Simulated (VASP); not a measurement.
A run of VASP 6.6.1:

INCAR

```
SYSTEM = W
  PREC = Accurate
  ENCUT = 520
  EDIFF = 1E-7
  ISMEAR = 1
  SIGMA = 0.5
  LREAL = .FALSE.
  LASPH = .TRUE.
  NELM = 60
  ALGO = Normal
  ISIF = 2
  LWAVE = .FALSE.
  LCHARG = .FALSE.
  GGA = PS
  IVDW = 13
  NBANDS = 13
```

File KPOINTS:

```
regular mesh
0
G
  13 13 13
  0 0 0
```

File POSCAR:

```
W
1.0
    0.0000000000      2.0300000000      2.0300000000
    2.0300000000      0.0000000000      2.0300000000
    2.0300000000      2.0300000000      0.0000000000
W
1
Direct
    0.0000000000      0.0000000000      0.0000000000
```

Potentials or basis: VASP PAW PBE potentials, release 64 (W_sv).

Run with:

```bash
$ cat potpaw_PBE.64/W_sv/POTCAR > POTCAR
$ mpirun -np 1 vasp_std > vasp.out
```

Hardware: 1 thread of Intel(R) Xeon(R) 6975P-C (Granite Rapids) (shared host).

**Question.** Estimate the wall time of this run.

**Answer.** It took 6.4 s on 1 thread of Intel(R) Xeon(R) 6975P-C (Granite Rapids), with other jobs on the host, peak memory 0.15 GiB. Counts: scf iterations 12, k points 84.
